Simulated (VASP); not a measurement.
Input of a VASP 6.6.1 run:

INCAR

```
SYSTEM = W
PREC = Accurate ; ENCUT = 520
EDIFF = 1E-6 ; ISMEAR = 0
SIGMA = 0.15 ; LREAL = .False.
LASPH = .True. ; NELM = 60
ALGO = Normal ; ISIF = 2
LWAVE = .False. ; LCHARG = .False.
GGA = PS ; NBANDS = 13
```

The input KPOINTS:

```
regular mesh
0
Gamma
  20 20 20
  0 0 0
```

Contents of POSCAR:

```
W
1.0
   -1.5973000000      1.5973000000      1.5573675000
    1.5973000000     -1.5973000000      1.5573675000
    1.5973000000      1.5973000000     -1.5573675000
W
1
Direct
    0.0000000000      0.0000000000      0.0000000000
```

Potentials or basis: VASP PAW PBE potentials, release 64 (W_sv).

Launch:

```console
$ cat potpaw_PBE.64/W_sv/POTCAR > POTCAR
$ mpirun -np 1 vasp_std > vasp.out
```

**Question.** Predict the band gap on the k mesh.

**Answer.** Zero (bands 7 and 8 overlap by 6.28 eV).

**Question.** Estimate the pressure.

**Answer.** -3.4 GPa.

Stress tensor (GPa, compression positive):
```
-6.38  0.00  0.00
 0.00 -6.38  0.00
 0.00  0.00  2.64
```

Caveat: the cell differs from its parent crystal (strain +0.000 along x and y, -0.025 along z); the stress differs along the axes, from -6 to 3 GPa; the PAW data sets were made with another functional, which shifts forces and pressure a little; spin-orbit coupling is left out, which moves the levels of the heavy elements.
